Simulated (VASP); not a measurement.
# NaCl (P4/mmm) in VASP: a series of runs, part 2 of 2

VASP 6.6.1. The steps go on from the part before.

## (3) Relaxation of shape and atoms at fixed volume, PBE (volume scaled by 1.06)

INCAR reads:

```
SYSTEM = NaCl
ALGO     = Normal         ! electronic algorithm
EDIFF    = 1E-6           ! SCF threshold, eV
EDIFFG   = -0.01          ! ionic threshold
ENCUT    = 600            ! plane-wave cutoff, eV
GGA      = PE             ! functional
IBRION   = 2              ! ionic algorithm
ISIF     = 4              ! what is computed and relaxed
ISMEAR   = 0              ! smearing method
LASPH    = .True.         ! aspherical terms in the spheres
LCHARG   = .False.        ! write CHGCAR
LREAL    = .False.        ! projectors in reciprocal space
LWAVE    = .False.        ! write WAVECAR
NELM     = 100            ! most SCF steps
NSW      = 50             ! ionic steps
PREC     = Accurate       ! precision mode
SIGMA    = 0.02           ! smearing width, eV
```

KPOINTS reads:

```
k-points
0
Gamma
  6 6 4
  0 0 0
```

POSCAR reads:

```
NaCl
1.0
    3.8851771812      0.0000000000      0.0000000000
    0.0000000000      3.8851771812      0.0000000000
    0.0000000000      0.0000000000      6.5663346474
Na Cl
1 1
Direct
    0.5000000000      0.5000000000      0.5000000000
    0.0000000000      0.0000000000      0.5000000000
```

Potentials or basis: VASP PAW PBE potentials, release 64 (Na_pv, Cl).

Started as:

```
cat potpaw_PBE.64/Na_pv/POTCAR potpaw_PBE.64/Cl/POTCAR > POTCAR
mpirun -np 1 vasp_std > vasp.out
```

OUTCAR:

```text
SYSTEM = NaCl
   EDIFF = 1E-6
   EDIFFG = -0.01
   ENCUT = 600
   GGA = PE
   IBRION = 2
   ISIF = 4
   ISMEAR = 0
   LASPH = .True.
   LREAL = .False.
   NELM = 100
   NSW = 50
   PREC = Accurate

 ion  position               nearest neighbor table
   1  0.500  0.500  0.500-
   2  0.000  0.000  0.500-

  LATTYP: Found a simple tetragonal cell.
 ALAT       =     3.8851771812
 C/A-ratio  =     1.6900991489

  Lattice vectors:

 A1 = (   3.8851771812,   0.0000000000,   0.0000000000)
 A2 = (   0.0000000000,   3.8851771812,   0.0000000000)
 A3 = (   0.0000000000,   0.0000000000,   6.5663346474)

Analysis of symmetry for initial positions (statically):
=====================================================================
 Subroutine PRICEL returns:
 Original cell was already a primitive cell.

 Routine SETGRP: Setting up the symmetry group for a
 simple tetragonal supercell.

 Subroutine GETGRP returns: Found 16 space group operations
 (whereof 16 operations were pure point group operations)
 out of a pool of 16 trial point group operations.

The static configuration has the point symmetry D_4h.

Analysis of symmetry for dynamics (positions and initial velocities):
=====================================================================
 Subroutine PRICEL returns:
 Original cell was already a primitive cell.

 Routine SETGRP: Setting up the symmetry group for a
 simple tetragonal supercell.

 Subroutine GETGRP returns: Found 16 space group operations
 (whereof 16 operations were pure point group operations)
 out of a pool of 16 trial point group operations.

The dynamic configuration has the point symmetry D_4h.

 Subroutine INISYM returns: Found 16 space group operations
 (whereof 16 operations are pure point group operations),
 and found     1 'primitive' translations

----------------------------------------------------------------------------------------

                                     Primitive cell

  volume of cell :      99.1162

  direct lattice vectors                    reciprocal lattice vectors
     3.885177181  0.000000000  0.000000000     0.257388519  0.000000000  0.000000000
     0.000000000  3.885177181  0.000000000     0.000000000  0.257388519  0.000000000
     0.000000000  0.000000000  6.566334647     0.000000000  0.000000000  0.152291964

  length of vectors
     3.885177181  3.885177181  6.566334647     0.257388519  0.257388519  0.152291964

  position of ions in fractional coordinates (direct lattice)
     0.500000000  0.500000000  0.500000000
     0.000000000  0.000000000  0.500000000

  ion indices of the primitive-cell ions
   primitive index   ion index
                 1           1
                 2           2

----------------------------------------------------------------------------------------

 KPOINTS: k-points

Automatic generation of k-mesh.
 Grid dimensions read from file:
 generate k-points for:    6    6    4

 Generating k-lattice:

  Cartesian coordinates                     Fractional coordinates (reciprocal lattice)
[... 48 lines left out ...]
   NGX,Y,Z   is equivalent  to a cutoff of  13.69, 13.69, 13.67 a.u.
   NGXF,Y,Z  is equivalent  to a cutoff of  27.39, 27.39, 27.34 a.u.
 SYSTEM =  NaCl
   PREC   = accura    normal or accurate (medium, high low for compatibility)
   ISTART =      0    job   : 0-new  1-cont  2-samecut
   ICHARG =      2    charge: 1-file 2-atom 10-const
   ISPIN  =      1    spin polarized calculation?
   LNONCOLLINEAR =      F non collinear calculations
   LSORBIT =      F    spin-orbit coupling
   LASPH  =      T    aspherical Exc in radial PAW
   ENCUT  =  600.0 eV  44.10 Ry    6.64 a.u.   7.76  7.76 13.11*2*pi/ulx,y,z
   NELM   =    100;   NELMIN=  2; NELMDL= -5     # of ELM steps
   EDIFF  = 0.1E-05   stopping-criterion for ELM
   LREAL  =      F    real-space projection
   EDIFFG = -.1E-01   stopping-criterion for IOM
   NSW    =     50    number of steps for IOM
   IBRION =      2    ionic relax: 0-MD 1-quasi-New 2-CG
   NFREE  =      1    steps in history (QN), initial steepest desc. (CG)
   ISIF   =      4    stress and relaxation
   ISYM   =      2    0-nonsym 1-usesym 2-fastsym
   POTIM  = 0.5000    time-step for ionic-motion
   TEBEG  =    0.0;   TEEND  =   0.0 temperature during run
   PSTRESS=    0.0 pullay stress
   NELECT =      14.0000    total number of electrons
   NUPDOWN=      -1.0000    fix difference up-down
   EMIN   =  10.00;   EMAX   =-10.00  energy-range for DOS
   EFERMI =   0.00;   METHOD = LEGACY
   ISMEAR =     0;   SIGMA  =   0.02  broadening in eV -4-tet -1-fermi 0-gaus
   EFERMI_NEDOS =   21; number of points for ismear=-14 and -15
   IALGO  =     38    algorithm
   IMIX   =      4    mixing-type and parameters
     AMIX     =   0.40;   BMIX     =  1.00
     AMIX_MAG =   1.60;   BMIX_MAG =  1.00
  volume/ion in A,a.u.               =      49.56       334.43
  Fermi-wavevector in a.u.,A,eV,Ry     =   0.852582  1.611146  9.890012  0.726895
  Thomas-Fermi vector in A             =   1.968892
   LORBIT       =      0    0 simple, 1 ext, 2 COOP (PROOUT), +10 PAW based schemes
   GGA     = PE    functional components
   LHFCALC =     F    Hartree Fock is set to
   AEXX    =    0.0000 exact exchange contribution
   IVDW    =     0    specifies the selected vdW correction
   LEPSILON=     F    determine dielectric tensor
   LRPA    =     F    only Hartree local field effects (RPA)
 conjugate gradient relaxation of ions
 non-spin polarized calculation
 Gauss-broadening in eV      SIGMA  =   0.02
  energy-cutoff  :      600.00
  volume of cell :       99.12
 maximum number of plane-waves:      3330
 NGX is ok and might be reduce to    32
   NGX = 15   NGY = 15   NGZ = 27

--------------------------------------- Ionic step        1  -------------------------------------------

 number of electron      14.0000014 magnetization

 Free energy of the ion-electron system (eV)
  ---------------------------------------------------
  ext. energy  EPLUGINS =         0.00000000
  ---------------------------------------------------
  free energy    TOTEN  =        -6.49397431 eV

  energy without entropy =       -6.49397431  energy(sigma->0) =       -6.49397431

------------------------ aborting loop because EDIFF is reached ----------------------------------------

  FORCE on cell =-STRESS in cart. coord.  units (eV):
  Direction    XX          YY          ZZ          XY          YZ          ZX
  --------------------------------------------------------------------------------------
  -------------------------------------------------------------------------------------
  Total       -0.2337175     -0.2337175      0.0109739      0.0000000      0.0000000      0.0000000
  in kB       -3.7779580     -3.7779580      0.1773896      0.0000000      0.0000000      0.0000000
  external PRESSURE =      -2.4595088 kB  Pullay stress =       0.0000000 kB
[... 59 lines left out ...]
--------------------------------------- Ionic step        3  -------------------------------------------

 number of electron      14.0000007 magnetization

 Free energy of the ion-electron system (eV)
  ---------------------------------------------------
  ext. energy  EPLUGINS =         0.00000000
  ---------------------------------------------------
  free energy    TOTEN  =        -6.49613846 eV

  energy without entropy =       -6.49613846  energy(sigma->0) =       -6.49613846

 E-fermi :  -3.7751     XC(G=0):  -4.8015

 val. band max:       -3.9076072947   @ k =   0.5000   0.5000   0.0000
 cond. band min:       0.7093065788   @ k =   0.0000   0.0000   0.0000
 fundamental gap:      4.6169138735
 Fermi energy:        -3.7750948288

 k-point     1 :       0.0000    0.0000    0.0000
  band No.  band energies     occupation
      1     -25.1129      2.00000
      2     -25.0248      2.00000
      3     -25.0248      2.00000
      4     -16.1675      2.00000
      5      -4.3878      2.00000
      6      -3.9654      2.00000
      7      -3.9654      2.00000
      8       0.7093      0.00000
      9       4.0811      0.00000
     10       4.4043      0.00000
     11       5.4100      0.00000
[... 309 lines left out ...]
 k-point    24 :       0.5000    0.0000    0.5000
  band No.  band energies     occupation
      1     -25.1115      2.00000
      2     -25.0484      2.00000
      3     -25.0221      2.00000
      4     -15.9809      2.00000
      5      -5.3840      2.00000
      6      -4.1527      2.00000
      7      -3.9183      2.00000
      8       2.9610      0.00000
      9       4.3731      0.00000
     10       4.6569      0.00000
     11       4.8417      0.00000

 [... further k-points ...]

------------------------ aborting loop because EDIFF is reached ----------------------------------------

  FORCE on cell =-STRESS in cart. coord.  units (eV):
  Direction    XX          YY          ZZ          XY          YZ          ZX
  --------------------------------------------------------------------------------------
  -------------------------------------------------------------------------------------
  Total       -0.0307657     -0.0307657     -0.0022347      0.0000000      0.0000000     -0.0000000
  in kB       -0.4973160     -0.4973160     -0.0361236      0.0000000      0.0000000     -0.0000000
  external PRESSURE =      -0.3435852 kB  Pullay stress =       0.0000000 kB
[... 17 lines left out ...]
  FREE ENERGIE OF THE ION-ELECTRON SYSTEM (eV)
  ---------------------------------------------------
  free  energy   TOTEN  =        -6.4961384584 eV

  energy  without entropy=       -6.4961384584  energy(sigma->0) =       -6.49613846

 reached required accuracy - stopping structural energy minimisation
```

It took 42 s on 1 thread of Oxide Virtual Turin-like, shared host; peak memory 0.2 GiB.

What came out:

- Free energy: -6.4961 eV
- Energy gained by relaxing: 1.1 meV/atom
- Ionic steps: 3
- Pressure after relaxing: 0.0 GPa
- Band gap on the k mesh: 4.62 eV, indirect (least direct gap 4.67 eV)

The path:
```csv
step,energy change (eV),largest force (eV/Å),pressure (GPa),volume (Å³)
1,0.0000,0.0000,-0.25,99.12
2,-0.0009,0.0000,-0.21,99.12
3,-0.0022,0.0000,-0.03,99.12
```

Final structure:
```yaml
crystal:
  lattice:
    - [3.85484, 0.00000, 0.00000]
    - [0.00000, 3.85484, 0.00000]
    - [0.00000, 0.00000, 6.67010]
  atoms:
    - { symbol: Na, position: [0.50000, 0.50000, 0.50000] }
    - { symbol: Cl, position: [0.00000, 0.00000, 0.50000] }
```

Levels at points of the mesh, in eV from the valence-band top:
```tsv
k point	band 3	band 4	band 5	band 6	band 7	band 8	band 9	band 10	band 11
(0.00, 0.00, 0.00)	-21.12	-12.26	-0.48	-0.06	-0.06	4.62	7.99	8.31	9.32
(0.50, 0.00, 0.00)	-21.11	-12.07	-1.48	-0.23	-0.01	7.34	7.52	7.87	9.82
(0.50, 0.50, 0.00)	-21.13	-11.99	-1.09	-1.09	0.00	7.32	9.63	9.63	10.10
(0.00, 0.00, 0.50)	-21.12	-12.26	-0.52	-0.06	-0.06	5.53	5.98	9.35	10.19
(0.50, 0.00, 0.50)	-21.11	-12.07	-1.48	-0.25	-0.01	6.87	8.28	8.56	8.75
(0.50, 0.50, 0.50)	-21.13	-11.99	-1.09	-1.09	-0.01	7.53	8.93	8.93	9.61
```

Caveat: the cell differs from its parent crystal (volume scaled by 1.06).
